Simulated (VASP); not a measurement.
# BaS (Pm-3m) in VASP: notebook

Aim: see how the results for BaS move with the level of theory and the settings. Levels: LDA, PBE. Tasks: relaxation of cell and atoms.

Everything below comes from runs of VASP 6.6.1. Logs are shortened: lines on timing, memory, paths and dates and some standing lists are left out, and cuts for length are marked.

## 1. The cell of the first run

Symmetry: Pm-3m, No. 221, cubic system. The conventional cell has a = 3.841 Å, b = 3.841 Å, c = 3.841 Å, α = 90.00°, β = 90.00°, γ = 90.00°. Within 4.4 Å of Ba (site symmetry m-3m) lie 8 S at 3.33 Å and 6 Ba at 3.84 Å. Within 4.4 Å of S (site symmetry m-3m) lie 8 Ba at 3.33 Å and 6 S at 3.84 Å.

## 2. Relaxation of cell and atoms, LDA

Contents of INCAR:

```
PREC = Accurate
ENCUT = 600
EDIFF = 1E-7
ISMEAR = -1
SIGMA = 0.02
LREAL = F
LASPH = T
NELM = 60
ALGO = Normal
ISIF = 3
LWAVE = F
LCHARG = F
IBRION = 2
NSW = 80
EDIFFG = -0.005
```

Contents of KPOINTS:

```
regular mesh
0
Gamma
  6 6 6
```

Contents of POSCAR:

```
BaS
1.0
    3.8414027865      0.0000000000      0.0000000000
    0.0000000000      3.8414027865      0.0000000000
    0.0000000000      0.0000000000      3.8414027865
Ba S
1 1
Direct
    0.0000000000      0.0000000000      0.0000000000
    0.5000000000      0.5000000000      0.5000000000
```

Potentials or basis: VASP PAW LDA potentials, release 64 (Ba_sv, S).

Started as:

```console
$ cat potpaw_LDA.64/Ba_sv/POTCAR potpaw_LDA.64/S/POTCAR > POTCAR
$ mpirun -np 1 vasp_std > vasp.out
```

OUTCAR:

```text
PREC = Accurate
   ENCUT = 600
   EDIFF = 1E-7
   ISMEAR = -1
   LREAL = F
   LASPH = T
   NELM = 60
   ISIF = 3
   IBRION = 2
   NSW = 80
   EDIFFG = -0.005

 ion  position               nearest neighbor table
   1  0.000  0.000  0.000-   2 3.33   2 3.33   2 3.33   2 3.33   2 3.33   2 3.33   2 3.33   2 3.33

   2  0.500  0.500  0.500-   1 3.33   1 3.33   1 3.33   1 3.33   1 3.33   1 3.33   1 3.33   1 3.33

  LATTYP: Found a simple cubic cell.
 ALAT       =     3.8414027865

  Lattice vectors:

 A1 = (   3.8414027865,   0.0000000000,   0.0000000000)
 A2 = (   0.0000000000,   3.8414027865,   0.0000000000)
 A3 = (   0.0000000000,   0.0000000000,   3.8414027865)

Analysis of symmetry for initial positions (statically):
=====================================================================
 Subroutine PRICEL returns:
 Original cell was already a primitive cell.

 Routine SETGRP: Setting up the symmetry group for a
 simple cubic supercell.

 Subroutine GETGRP returns: Found 48 space group operations
 (whereof 48 operations were pure point group operations)
 out of a pool of 48 trial point group operations.

The static configuration has the point symmetry O_h .

Analysis of symmetry for dynamics (positions and initial velocities):
=====================================================================
 Subroutine PRICEL returns:
 Original cell was already a primitive cell.

 Routine SETGRP: Setting up the symmetry group for a
 simple cubic supercell.

 Subroutine GETGRP returns: Found 48 space group operations
 (whereof 48 operations were pure point group operations)
 out of a pool of 48 trial point group operations.

The dynamic configuration has the point symmetry O_h .

 Subroutine INISYM returns: Found 48 space group operations
 (whereof 48 operations are pure point group operations),
 and found     1 'primitive' translations

----------------------------------------------------------------------------------------

                                     Primitive cell

  volume of cell :      56.6852

  direct lattice vectors                    reciprocal lattice vectors
     3.841402787  0.000000000  0.000000000     0.260321569  0.000000000  0.000000000
     0.000000000  3.841402787  0.000000000     0.000000000  0.260321569  0.000000000
     0.000000000  0.000000000  3.841402787     0.000000000  0.000000000  0.260321569

  length of vectors
     3.841402787  3.841402787  3.841402787     0.260321569  0.260321569  0.260321569

  position of ions in fractional coordinates (direct lattice)
     0.000000000  0.000000000  0.000000000
     0.500000000  0.500000000  0.500000000

  ion indices of the primitive-cell ions
   primitive index   ion index
                 1           1
                 2           2

----------------------------------------------------------------------------------------

 KPOINTS: regular mesh

Automatic generation of k-mesh.
 Grid dimensions read from file:
 generate k-points for:    6    6    6

 Generating k-lattice:

  Cartesian coordinates                     Fractional coordinates (reciprocal lattice)
     0.043386928  0.000000000  0.000000000     0.166666667  0.000000000  0.000000000
     0.000000000  0.043386928  0.000000000     0.000000000  0.166666667  0.000000000
     0.000000000  0.000000000  0.043386928     0.000000000  0.000000000  0.166666667

  Length of vectors
     0.043386928  0.043386928  0.043386928

  Shift w.r.t. Gamma in fractional coordinates (k-lattice)
     0.000000000  0.000000000  0.000000000

 Subroutine IBZKPT returns following result:
 ===========================================

 Found     20 irreducible k-points:

 Following reciprocal coordinates:
            Coordinates               Weight
  0.000000  0.000000  0.000000      1.000000
  0.166667  0.000000  0.000000      6.000000
  0.333333  0.000000  0.000000      6.000000
  0.500000  0.000000  0.000000      3.000000
  0.166667  0.166667  0.000000     12.000000
  0.333333  0.166667  0.000000     24.000000
[... 12 lines left out ...]
  0.500000  0.500000  0.333333      6.000000
  0.500000  0.500000  0.500000      1.000000
   k-points           NKPTS =     20   k-points in BZ     NKDIM =     20   number of bands    NBANDS=     12
   number of dos      NEDOS =    301   number of ions     NIONS =      2
   total plane-waves  NPLWV =  32768
   dimension x,y,z NGX =    32 NGY =   32 NGZ =   32
   dimension x,y,z NGXF=    64 NGYF=   64 NGZF=   64
   ions per type =               1   1
   NGX,Y,Z   is equivalent  to a cutoff of  13.85, 13.85, 13.85 a.u.
   NGXF,Y,Z  is equivalent  to a cutoff of  27.70, 27.70, 27.70 a.u.
 SYSTEM =  unknown system
   PREC   = accura    normal or accurate (medium, high low for compatibility)
   ISTART =      0    job   : 0-new  1-cont  2-samecut
   ICHARG =      2    charge: 1-file 2-atom 10-const
   ISPIN  =      1    spin polarized calculation?
   LNONCOLLINEAR =      F non collinear calculations
   LSORBIT =      F    spin-orbit coupling
   LASPH  =      T    aspherical Exc in radial PAW
   ENCUT  =  600.0 eV  44.10 Ry    6.64 a.u.   7.67  7.67  7.67*2*pi/ulx,y,z
   NELM   =     60;   NELMIN=  2; NELMDL= -5     # of ELM steps
   EDIFF  = 0.1E-06   stopping-criterion for ELM
   LREAL  =      F    real-space projection
   EDIFFG = -.5E-02   stopping-criterion for IOM
   NSW    =     80    number of steps for IOM
   IBRION =      2    ionic relax: 0-MD 1-quasi-New 2-CG
   NFREE  =      1    steps in history (QN), initial steepest desc. (CG)
   ISIF   =      3    stress and relaxation
   ISYM   =      2    0-nonsym 1-usesym 2-fastsym
   POTIM  = 0.5000    time-step for ionic-motion
   TEBEG  =    0.0;   TEEND  =   0.0 temperature during run
   PSTRESS=    0.0 pullay stress
   NELECT =      16.0000    total number of electrons
   NUPDOWN=      -1.0000    fix difference up-down
   EMIN   =  10.00;   EMAX   =-10.00  energy-range for DOS
   EFERMI =   0.00;   METHOD = LEGACY
   ISMEAR =    -1;   SIGMA  =   0.02  broadening in eV -4-tet -1-fermi 0-gaus
   EFERMI_NEDOS =   21; number of points for ismear=-14 and -15
   IALGO  =     38    algorithm
   IMIX   =      4    mixing-type and parameters
     AMIX     =   0.40;   BMIX     =  1.00
     AMIX_MAG =   1.60;   BMIX_MAG =  1.00
  volume/ion in A,a.u.               =      28.34       191.27
  Fermi-wavevector in a.u.,A,eV,Ry     =   1.073886  2.029351 15.690672  1.153232
  Thomas-Fermi vector in A             =   2.209699
   LORBIT       =      0    0 simple, 1 ext, 2 COOP (PROOUT), +10 PAW based schemes
   GGA     = CA    functional components
   LHFCALC =     F    Hartree Fock is set to
   AEXX    =    0.0000 exact exchange contribution
   IVDW    =     0    specifies the selected vdW correction
   LEPSILON=     F    determine dielectric tensor
   LRPA    =     F    only Hartree local field effects (RPA)
 conjugate gradient relaxation of ions
 non-spin polarized calculation
  energy-cutoff  :      600.00
  volume of cell :       56.69
 maximum number of plane-waves:      1924
 NGX is ok and might be reduce to    32
   NGX = 15   NGY = 15   NGZ = 15

--------------------------------------- Ionic step        1  -------------------------------------------

 number of electron      15.9999998 magnetization

 Free energy of the ion-electron system (eV)
  ---------------------------------------------------
  ext. energy  EPLUGINS =         0.00000000
  ---------------------------------------------------
  free energy    TOTEN  =       -10.84064032 eV

  energy without entropy =      -10.84064032  energy(sigma->0) =      -10.84064032

------------------------ aborting loop because EDIFF is reached ----------------------------------------

  FORCE on cell =-STRESS in cart. coord.  units (eV):
  Direction    XX          YY          ZZ          XY          YZ          ZX
  --------------------------------------------------------------------------------------
  -------------------------------------------------------------------------------------
  Total       -1.1026276     -1.1026276     -1.1026276     -0.0000000     -0.0000000      0.0000000
  in kB      -31.1651996    -31.1651996    -31.1651996     -0.0000000     -0.0000000      0.0000000
  external PRESSURE =     -31.1651996 kB  Pullay stress =       0.0000000 kB
[... 21 lines left out ...]
  energy  without entropy=      -10.8406403192  energy(sigma->0) =      -10.84064032

--------------------------------------- Ionic step        2  -------------------------------------------

 number of electron      16.0000001 magnetization

 E-fermi :   3.8324     XC(G=0): -10.0550

 val. band max:        3.3389648776   @ k =   0.5000   0.5000   0.0000
 cond. band min:       4.4397072095   @ k =   0.0000   0.0000   0.0000
 fundamental gap:      1.1007423319
 Fermi energy:         3.8324465166

 k-point     1 :       0.0000    0.0000    0.0000
  band No.  band energies     occupation
      1     -23.6085      2.00000
      2      -8.3481      2.00000
      3      -8.3481      2.00000
      4      -8.3481      2.00000
      5      -7.8595      2.00000
      6       3.2795      2.00000
      7       3.2795      2.00000
      8       3.2795      2.00000
      9       4.4397      0.00000
     10       4.4397      0.00000
     11       7.5301      0.00000
     12      10.1325      0.00000
[... 316 lines left out ...]
  energy  without entropy=      -10.8739992738  energy(sigma->0) =      -10.87399927

--------------------------------------- Ionic step        3  -------------------------------------------

 number of electron      16.0000000 magnetization

 Free energy of the ion-electron system (eV)
  ---------------------------------------------------
  ext. energy  EPLUGINS =         0.00000000
  ---------------------------------------------------
  free energy    TOTEN  =       -10.87675760 eV

  energy without entropy =      -10.87675760  energy(sigma->0) =      -10.87675760

 E-fermi :   3.6186     XC(G=0):  -9.9809

 val. band max:        3.2216422496   @ k =   0.5000   0.5000   0.0000
 cond. band min:       4.3562175311   @ k =   0.0000   0.0000   0.0000
 fundamental gap:      1.1345752815
 Fermi energy:         3.6185784978

 k-point     1 :       0.0000    0.0000    0.0000
  band No.  band energies     occupation
      1     -23.7515      2.00000
      2      -8.5083      2.00000
      3      -8.5083      2.00000
      4      -8.5083      2.00000
      5      -7.9369      2.00000
      6       3.1492      2.00000
      7       3.1492      2.00000
      8       3.1492      2.00000
      9       4.3562      0.00000
     10       4.3562      0.00000
     11       7.2648      0.00000
     12       9.9472      0.00000
[... 312 lines left out ...]
  FREE ENERGIE OF THE ION-ELECTRON SYSTEM (eV)
  ---------------------------------------------------
  free  energy   TOTEN  =       -10.8767575963 eV

  energy  without entropy=      -10.8767575963  energy(sigma->0) =      -10.87675760

 reached required accuracy - stopping structural energy minimisation
```

Run time: 39 s. Hardware: 1 thread of Intel Xeon 8259CL, shared host; peak memory 0.18 GiB.

What came out:

* Free energy: -10.8768 eV
* Relaxed volume: 26.59 Å³/atom
* Relaxed cell: a = 3.760 Å, b = 3.760 Å, c = 3.760 Å, α = 90.00°, β = 90.00°, γ = 90.00°
* Space group after relaxing (to 0.1 Å): Pm-3m (No. 221)
* Energy gained by relaxing: 18.1 meV/atom
* Ionic steps: 3
* Pressure after relaxing: 0.0 GPa
* Band gap on the k mesh: 1.13 eV (least direct gap 1.21 eV)

The path:
```
step  energy change (eV)  largest force (eV/Å)  pressure (GPa)  volume (Å³)
   1              0.0000                0.0000           -3.12        56.69
   2             -0.0334                0.0000            1.00        52.28
   3             -0.0361                0.0000            0.00        53.18
```

Final structure:
```
Ba S
1.0
     3.76044    0.00000    0.00000
     0.00000    3.76044    0.00000
     0.00000    0.00000    3.76044
Ba S
1 1
Direct
  0.00000 0.00000 0.00000
  0.50000 0.50000 0.50000
```

Caveat: spin-orbit coupling is left out, which moves the levels of the heavy elements.

## 3. Relaxation of cell and atoms, PBE

This run uses another cell than the first one, of 31.45 Å³/atom.

Contents of INCAR:

```
ALGO = Normal ; EDIFF = 1E-6
EDIFFG = -0.005 ; ENCUT = 600
GGA = PE ; IBRION = 2
ISIF = 3 ; ISMEAR = -1
LASPH = T ; LCHARG = F
LREAL = F ; LWAVE = F
NELM = 80 ; NSW = 80
PREC = Accurate ; SIGMA = 0.02
```

Contents of KPOINTS:

```
k-points
0
Gamma
  6 6 6
```

Contents of POSCAR:

```
BaS
1.0
    3.9769353011      0.0000000000      0.0000000000
    0.0000000000      3.9769353011      0.0000000000
    0.0000000000      0.0000000000      3.9769353011
Ba S
1 1
Direct
    0.0000000000      0.0000000000      0.0000000000
    0.5000000000      0.5000000000      0.5000000000
```

Potentials or basis: VASP PAW PBE potentials, release 64 (Ba_sv, S).

Started as:

```console
$ cat potpaw_PBE.64/Ba_sv/POTCAR potpaw_PBE.64/S/POTCAR > POTCAR
$ mpirun -np 1 vasp_std > vasp.out
```

OUTCAR:

```text
EDIFF = 1E-6
   EDIFFG = -0.005
   ENCUT = 600
   GGA = PE
   IBRION = 2
   ISIF = 3
   ISMEAR = -1
   LASPH = T
   LREAL = F
   NELM = 80
   NSW = 80
   PREC = Accurate

 ion  position               nearest neighbor table
   1  0.000  0.000  0.000-   2 3.44   2 3.44   2 3.44   2 3.44   2 3.44   2 3.44   2 3.44   2 3.44

   2  0.500  0.500  0.500-   1 3.44   1 3.44   1 3.44   1 3.44   1 3.44   1 3.44   1 3.44   1 3.44

  LATTYP: Found a simple cubic cell.
 ALAT       =     3.9769353011

  Lattice vectors:

 A1 = (   3.9769353011,   0.0000000000,   0.0000000000)
 A2 = (   0.0000000000,   3.9769353011,   0.0000000000)
 A3 = (   0.0000000000,   0.0000000000,   3.9769353011)

Analysis of symmetry for initial positions (statically):
=====================================================================
 Subroutine PRICEL returns:
 Original cell was already a primitive cell.

 Routine SETGRP: Setting up the symmetry group for a
 simple cubic supercell.

 Subroutine GETGRP returns: Found 48 space group operations
 (whereof 48 operations were pure point group operations)
 out of a pool of 48 trial point group operations.

The static configuration has the point symmetry O_h .

Analysis of symmetry for dynamics (positions and initial velocities):
[... 148 lines left out ...]

 Free energy of the ion-electron system (eV)
  ---------------------------------------------------
  ext. energy  EPLUGINS =         0.00000000
  ---------------------------------------------------
  free energy    TOTEN  =        -9.69937329 eV

  energy without entropy =       -9.69937329  energy(sigma->0) =       -9.69937329

------------------------ aborting loop because EDIFF is reached ----------------------------------------

  FORCE on cell =-STRESS in cart. coord.  units (eV):
  Direction    XX          YY          ZZ          XY          YZ          ZX
  --------------------------------------------------------------------------------------
  -------------------------------------------------------------------------------------
  Total       -1.2435085     -1.2435085     -1.2435085     -0.0000000     -0.0000000     -0.0000000
  in kB      -31.6747923    -31.6747923    -31.6747923     -0.0000000     -0.0000000     -0.0000000
  external PRESSURE =     -31.6747923 kB  Pullay stress =       0.0000000 kB
[... 59 lines left out ...]
--------------------------------------- Ionic step        3  -------------------------------------------

 number of electron      15.9999999 magnetization

 Free energy of the ion-electron system (eV)
  ---------------------------------------------------
  ext. energy  EPLUGINS =         0.00000000
  ---------------------------------------------------
  free energy    TOTEN  =        -9.75354530 eV

  energy without entropy =       -9.75354530  energy(sigma->0) =       -9.75354530

 E-fermi :   3.2990     XC(G=0):  -9.2915

 val. band max:        2.8733267300   @ k =   0.5000   0.5000   0.0000
 cond. band min:       4.3485592489   @ k =   0.0000   0.0000   0.0000
 fundamental gap:      1.4752325189
 Fermi energy:         3.2989885775

 k-point     1 :       0.0000    0.0000    0.0000
  band No.  band energies     occupation
      1     -24.3288      2.00000
      2      -9.1476      2.00000
      3      -9.1476      2.00000
      4      -9.1476      2.00000
      5      -8.1390      2.00000
      6       2.7502      2.00000
      7       2.7502      2.00000
      8       2.7502      2.00000
      9       4.3486      0.00000
     10       4.3486      0.00000
     11       6.5294      0.00000
     12       9.3173      0.00000
[... 312 lines left out ...]
  FREE ENERGIE OF THE ION-ELECTRON SYSTEM (eV)
  ---------------------------------------------------
  free  energy   TOTEN  =        -9.7535453022 eV

  energy  without entropy=       -9.7535453022  energy(sigma->0) =       -9.75354530

 reached required accuracy - stopping structural energy minimisation
```

OSZICAR:

```text
N       E                     dE             d eps       ncg     rms          rms(c)
DAV:   1     0.100471164958E+03    0.10047E+03   -0.77330E+03   480   0.131E+03
DAV:   2    -0.476330969386E+01   -0.10523E+03   -0.98844E+02   668   0.206E+02
DAV:   3    -0.100460002920E+02   -0.52827E+01   -0.52136E+01   620   0.523E+01
[... 25 lines left out ...]
DAV:   3    -0.975353782602E+01    0.78217E-03   -0.23847E-03   692   0.350E-01    0.695E-02
DAV:   4    -0.975354074322E+01   -0.29172E-05   -0.67753E-05   716   0.617E-02    0.426E-02
DAV:   5    -0.975354668444E+01   -0.59412E-05   -0.31974E-05   756   0.406E-02    0.168E-02
DAV:   6    -0.975354517523E+01    0.15092E-05   -0.17498E-06   528   0.118E-02    0.123E-03
DAV:   7    -0.975354530224E+01   -0.12701E-06   -0.15874E-07   264   0.360E-03
   3 F= -.97535453E+01 E0= -.97535453E+01  d E =-.541720E-01
```

Wall time 41 s (1 thread of Intel Xeon 8259CL, shared host); peak memory 0.2 GiB.

What came out:

| Property | Result |
| --- | --- |
| Free energy | -9.7535 eV |
| Relaxed volume | 28.91 Å³/atom |
| Relaxed cell | a = 3.867 Å, b = 3.867 Å, c = 3.867 Å, α = 90.00°, β = 90.00°, γ = 90.00° |
| Space group after relaxing (to 0.1 Å) | Pm-3m (No. 221) |
| Energy gained by relaxing | 27.1 meV/atom |
| Ionic steps | 3 |
| Pressure after relaxing | 0.0 GPa |
| Band gap on the k mesh | 1.48 eV (least direct gap 1.60 eV) |

The path:
```tsv
step	energy change (eV)	largest force (eV/Å)	pressure (GPa)	volume (Å³)
1	0.0000	0.0000	-3.17	62.90
2	-0.0538	0.0000	0.33	57.41
3	-0.0542	0.0000	0.00	57.81
```

Final structure:
```yaml
crystal:
  lattice:
    - [3.86670, 0.00000, 0.00000]
    - [0.00000, 3.86670, 0.00000]
    - [0.00000, 0.00000, 3.86670]
  atoms:
    - { symbol: Ba, position: [0.00000, 0.00000, 0.00000] }
    - { symbol: S, position: [0.50000, 0.50000, 0.50000] }
```

Levels at points of the mesh, in eV from the valence-band top:
```csv
k point,band 4,band 5,band 6,band 7,band 8,band 9,band 10,band 11,band 12
"(0.00, 0.00, 0.00)",-12.02,-11.01,-0.12,-0.12,-0.12,1.48,1.48,3.66,6.44
"(0.50, 0.00, 0.00)",-11.91,-9.90,-2.85,-0.71,-0.71,2.46,5.93,6.51,6.87
"(0.50, 0.50, 0.00)",-11.82,-10.60,-1.36,-1.36,0.00,2.19,3.29,4.30,4.30
"(0.50, 0.50, 0.50)",-12.61,-10.25,-2.68,-2.68,-2.68,7.15,7.15,7.15,7.62
```

Caveat: spin-orbit coupling is left out, which moves the levels of the heavy elements. A k mesh can miss the band edges.
